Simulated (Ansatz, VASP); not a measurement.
**IrO: VASP beside Ansatz**

Contents of INCAR:

```
  PREC = Accurate
  ENCUT = 600
  EDIFF = 1E-6
  ISMEAR = 0
  SIGMA = 0.1
  LREAL = False
  LASPH = True
  NELM = 150
  ALGO = Normal
  ISIF = 3
  LWAVE = False
  LCHARG = False
  ISPIN = 2
  MAGMOM = 1 0
  LORBIT = 11
  LMAXMIX = 4
  GGA = PE
  IBRION = 2
  NSW = 90
  EDIFFG = -0.04
```

File KPOINTS:

```
Automatic mesh
0
Gamma
  6 6 6
```

POSCAR

```
IrO
1.0
    1.9403717200      1.1202741400      2.1097321000
   -1.9403717200      1.1202741400      2.1097321000
    0.0000000000     -2.2405482700      2.1097321000
Ir O
1 1
Direct
    0.0000000000      0.0000000000      0.0000000000
    0.5000000000      0.5000000000      0.5000000000
```

Input for Ansatz:

```yaml
crystal:
  lattice:
    - [1.94037172, 1.12027414, 2.1097321]
    - [-1.94037172, 1.12027414, 2.1097321]
    - [0.0, -2.24054827, 2.1097321]
  atoms:
    - { symbol: Ir, position: [0.0, 0.0, 0.0], spin: 1.0 }
    - { symbol: O, position: [0.5, 0.5, 0.5] }
basis:
  ecutwfc: 420
kpoints:
  mp_grid: { grid: [6, 6, 6] }
hamiltonian:
  xc: pbe
scf:
  occupations: { method: gaussian, width: 0.1 }
  lower_state_search: "off"
output:
  forces: true
  stress: true
  eigenvalues: true
  populations: true
magnetization:
  spin_polarized: true
relax:
  adjacent_minimum: "off"
  f_tol: 0.04
  max_steps: 70
  cell: { stress_tol: 0.4 }
```

Alike in both runs: task relaxation of cell and atoms; functional PBE; k mesh 6 × 6 × 6; occupations gaussian, width 0.1 eV; collinear spin.

|  | VASP | Ansatz |
| --- | --- | --- |
| version | VASP 6.6.1 | Ansatz 0.2.0 |
| potentials or method | VASP PAW PBE potentials, release 64 (Ir, O), cutoff 600 eV | scalar-relativistic, plane waves, PAW |
| valence electrons in the cell | 15 | 23 |

```csv
,VASP,Ansatz,Ansatz less VASP
"gap on the k mesh at the Fermi level, each at its own relaxed structure (eV)",none,none,-
net moment per atom (μB),0.00,0.00,0.000
relaxed volume (Å³/atom),11.13,11.13,+0.001
relaxed length of the cell vector where the two differ most in proportion (Å),2.886,2.886,0.0000
```

A gap of «none» marks a metal or a gap that the smearing closes. VASP's potentials hold 15 valence electrons a cell and Ansatz's 23, so a difference there can come from the potentials and not from the codes. Ansatz's warnings: seeded moment not kept.

Spin-orbit coupling is off throughout. Noted on VASP's run: the volume moved by over 15 % at a fixed basis, so the end points are rough.
